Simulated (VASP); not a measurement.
# Sb (R-3m) in VASP: further runs, part 2 of 4

VASP 6.6.1.

### Step 4. Electric field gradients, PBE (zz strain of +3 %)

INCAR reads:

```
PREC     = Accurate       # precision mode
ENCUT    = 400            # plane-wave cutoff, eV
EDIFF    = 1E-8           # SCF threshold, eV
ISMEAR   = -1             # smearing method
SIGMA    = 0.05           # smearing width, eV
LREAL    = False          # projectors in reciprocal space
LASPH    = True           # aspherical terms in the spheres
NELM     = 120            # most SCF steps
ALGO     = Normal         # electronic algorithm
ISIF     = 2              # what is computed and relaxed
LWAVE    = False          # write WAVECAR
LCHARG   = False          # write CHGCAR
GGA      = PE             # functional
LEFG     = True         
NBANDS   = 22             # bands
GGA_COMPAT= False
```

KPOINTS reads:

```
regular mesh
0
Gamma
  9 9 9
```

POSCAR reads:

```
Sb
1.0
    2.1506003320      1.2416496806      3.8563200000
   -2.1506003320      1.2416496806      3.8563200000
    0.0000000000     -2.4832993611      3.8563200000
Sb
2
Direct
    0.2336400000      0.2336400000      0.2336400000
    0.7663600000      0.7663600000      0.7663600000
```

Potentials or basis: VASP PAW PBE potentials, release 64 (Sb_d_GW).

On the command line:

```console
> cat potpaw_PBE.64/Sb_d_GW/POTCAR > POTCAR
> mpirun -np 1 vasp_std > vasp.out
```

OUTCAR:

```text
PREC = Accurate
   ENCUT = 400
   EDIFF = 1E-8
   ISMEAR = -1
   LREAL = False
   LASPH = True
   NELM = 120
   ISIF = 2
   GGA = PE

 ion  position               nearest neighbor table
   1  0.234  0.234  0.234-   2 2.93   2 2.93   2 2.93   2 3.39   2 3.39   2 3.39
   2  0.766  0.766  0.766-   1 2.93   1 2.93   1 2.93   1 3.39   1 3.39   1 3.39

  LATTYP: Found a trigonal (rhomboedric) cell.
 ALAT       =     4.5867177436
 COS(alpha) =     0.5603112216

  Lattice vectors:

 A1 = (   2.1506003320,   1.2416496806,   3.8563200000)
 A2 = (  -2.1506003320,   1.2416496806,   3.8563200000)
 A3 = (   0.0000000000,  -2.4832993611,   3.8563200000)

Analysis of symmetry for initial positions (statically):
=====================================================================
 Subroutine PRICEL returns:
 Original cell was already a primitive cell.

 Routine SETGRP: Setting up the symmetry group for a
 trigonal (rhombohedral) supercell.

 Subroutine GETGRP returns: Found 12 space group operations
 (whereof 12 operations were pure point group operations)
 out of a pool of 12 trial point group operations.

The static configuration has the point symmetry D_3d.

Analysis of symmetry for dynamics (positions and initial velocities):
=====================================================================
 Subroutine PRICEL returns:
 Original cell was already a primitive cell.

 Routine SETGRP: Setting up the symmetry group for a
 trigonal (rhombohedral) supercell.

 Subroutine GETGRP returns: Found 12 space group operations
 (whereof 12 operations were pure point group operations)
 out of a pool of 12 trial point group operations.

The dynamic configuration has the point symmetry D_3d.

 Subroutine INISYM returns: Found 12 space group operations
 (whereof 12 operations are pure point group operations),
 and found     1 'primitive' translations

----------------------------------------------------------------------------------------

                                     Primitive cell

  volume of cell :      61.7850

  direct lattice vectors                    reciprocal lattice vectors
     2.150600332  1.241649681  3.856320000     0.232493222  0.134230024  0.086438193
    -2.150600332  1.241649681  3.856320000    -0.232493222  0.134230024  0.086438193
     0.000000000 -2.483299361  3.856320000     0.000000000 -0.268460048  0.086438193

  length of vectors
     4.586717744  4.586717744  4.586717744     0.282032549  0.282032549  0.282032549

  position of ions in fractional coordinates (direct lattice)
     0.233640000  0.233640000  0.233640000
     0.766360000  0.766360000  0.766360000

  ion indices of the primitive-cell ions
   primitive index   ion index
                 1           1
                 2           2

----------------------------------------------------------------------------------------

 KPOINTS: regular mesh

Automatic generation of k-mesh.
[... 71 lines left out ...]
   NFREE  =      0    steps in history (QN), initial steepest desc. (CG)
   ISIF   =      2    stress and relaxation
   ISYM   =      2    0-nonsym 1-usesym 2-fastsym
   POTIM  = 0.5000    time-step for ionic-motion
   TEBEG  =    0.0;   TEEND  =   0.0 temperature during run
   PSTRESS=    0.0 pullay stress
   NELECT =      30.0000    total number of electrons
   NUPDOWN=      -1.0000    fix difference up-down
   EMIN   =  10.00;   EMAX   =-10.00  energy-range for DOS
   EFERMI =   0.00;   METHOD = LEGACY
   ISMEAR =    -1;   SIGMA  =   0.05  broadening in eV -4-tet -1-fermi 0-gaus
   EFERMI_NEDOS =   21; number of points for ismear=-14 and -15
   IALGO  =     38    algorithm
   IMIX   =      4    mixing-type and parameters
     AMIX     =   0.40;   BMIX     =  1.00
     AMIX_MAG =   1.60;   BMIX_MAG =  1.00
  volume/ion in A,a.u.               =      30.89       208.47
  Fermi-wavevector in a.u.,A,eV,Ry     =   1.286730  2.431568 22.526826  1.655675
  Thomas-Fermi vector in A             =   2.418787
   LORBIT       =      0    0 simple, 1 ext, 2 COOP (PROOUT), +10 PAW based schemes
   GGA     = PE    functional components
   LHFCALC =     F    Hartree Fock is set to
   AEXX    =    0.0000 exact exchange contribution
   IVDW    =     0    specifies the selected vdW correction
   LEPSILON=     F    determine dielectric tensor
   LRPA    =     F    only Hartree local field effects (RPA)
 non-spin polarized calculation
  energy-cutoff  :      400.00
  volume of cell :       61.79
 maximum number of plane-waves:      1132
 NGX is ok and might be reduce to    30
   NGX = 15   NGY = 15   NGZ = 15

 number of electron      29.9999997 magnetization

 Free energy of the ion-electron system (eV)
  ---------------------------------------------------
  ext. energy  EPLUGINS =         0.00000000
  ---------------------------------------------------
  free energy    TOTEN  =        -8.30064465 eV

  energy without entropy =       -8.29845407  energy(sigma->0) =       -8.29954936

 E-fermi :   5.1405     XC(G=0):  -9.7892

 val. band max:        5.1181618454   @ k =   0.3333   0.2222   0.2222
 cond. band min:       5.1785917945   @ k =   0.4444  -0.0000  -0.0000
 fundamental gap:      0.0604299490
 Fermi energy:         5.1405343417

 k-point     1 :       0.0000    0.0000    0.0000
  band No.  band energies     occupation
      1     -24.2821      2.00000
      2     -24.2821      2.00000
      3     -24.2000      2.00000
      4     -24.2000      2.00000
      5     -24.1795      2.00000
      6     -24.0957      2.00000
[... 589 lines left out ...]
     21      14.8150      0.00000
     22      15.9461      0.00000

 [... further k-points ...]

------------------------ aborting loop because EDIFF is reached ----------------------------------------

  FORCE on cell =-STRESS in cart. coord.  units (eV):
  Direction    XX          YY          ZZ          XY          YZ          ZX
  --------------------------------------------------------------------------------------
  -------------------------------------------------------------------------------------
  Total        0.6404379      0.6404379      0.1412641      0.0000000      0.0000000      0.0000000
  in kB       16.6075091     16.6075091      3.6631884      0.0000000      0.0000000      0.0000000
  external PRESSURE =      12.2927355 kB  Pullay stress =       0.0000000 kB

 VOLUME and BASIS-vectors are now :
 -----------------------------------------------------------------------------
  energy-cutoff  :      400.00
  volume of cell :       61.79
      direct lattice vectors                 reciprocal lattice vectors
     2.150600332  1.241649681  3.856320000     0.232493222  0.134230024  0.086438193
    -2.150600332  1.241649681  3.856320000    -0.232493222  0.134230024  0.086438193
     0.000000000 -2.483299361  3.856320000     0.000000000 -0.268460048  0.086438193

 POSITION                                       TOTAL-FORCE (eV/Angst)
 -----------------------------------------------------------------------------------
      0.00000      0.00000      2.70297         0.000000      0.000000      0.001107
      0.00000      0.00000      8.86599         0.000000     -0.000000     -0.001107
 -----------------------------------------------------------------------------------
    total drift:                               -0.000000      0.000000      0.000000

  FREE ENERGIE OF THE ION-ELECTRON SYSTEM (eV)
  ---------------------------------------------------
  free  energy   TOTEN  =        -8.3006446532 eV

  energy  without entropy=       -8.2984540723  energy(sigma->0) =       -8.29954936

 Electric field gradients (V/A^2)
---------------------------------------------------------------------
 ion       V_xx      V_yy      V_zz      V_xy      V_xz      V_yz
---------------------------------------------------------------------
   1      19.220    19.220   -38.439    -0.000    -0.000    -0.000
   2      19.220    19.220   -38.439    -0.000    -0.000    -0.000
---------------------------------------------------------------------

 Electric field gradients after diagonalization (V/A^2)
 (convention: |V_zz| > |V_xx| > |V_yy|)
----------------------------------------------------------------------
 ion       V_xx      V_yy      V_zz     asymmetry (V_yy - V_xx)/ V_zz
----------------------------------------------------------------------
   1      19.220    19.220   -38.439       0.000
   2      19.220    19.220   -38.439       0.000
----------------------------------------------------------------------

           NMR quadrupolar parameters

 Cq : quadrupolar parameter    Cq=e*Q*V_zz/h
 eta: asymmetry parameters     (V_yy - V_xx)/ V_zz
 Q  : nuclear electric quadrupole moment in mb (millibarn)
----------------------------------------------------------------------
 ion       Cq(MHz)       eta       Q (mb)
----------------------------------------------------------------------
   1      -0.093       0.000       1.000
   2      -0.093       0.000       1.000
----------------------------------------------------------------------
```

Wall time 3.3 min (1 thread of Intel Xeon Platinum 8259CL at 2.50GHz (Skylake/Cascade Lake), shared host); peak memory 0.22 GiB.

What came out:

```
Free energy            : -8.3006 eV
Pressure               : 1.2 GPa
Band gap on the k mesh : 0.06 eV, indirect (least direct gap 0.54 eV)
```

Stress tensor (GPa, compression positive):
```
1.66 0.00 0.00
0.00 1.66 0.00
0.00 0.00 0.37
```

Electric field gradients, principal values (V/Å²):
```csv
atom,least,middle,greatest (by size)
1 Sb,19.220,19.220,-38.439
2 Sb,19.220,19.220,-38.439
```

Caveat: the cell differs from its parent crystal (zz strain of +3 %); without QUAD_EFG the Cq values of the log hold for a quadrupole moment of 1 mb, not for the nuclei; spin-orbit coupling is left out, which moves the levels of the heavy elements.

(Continued in part 3 of 4.)
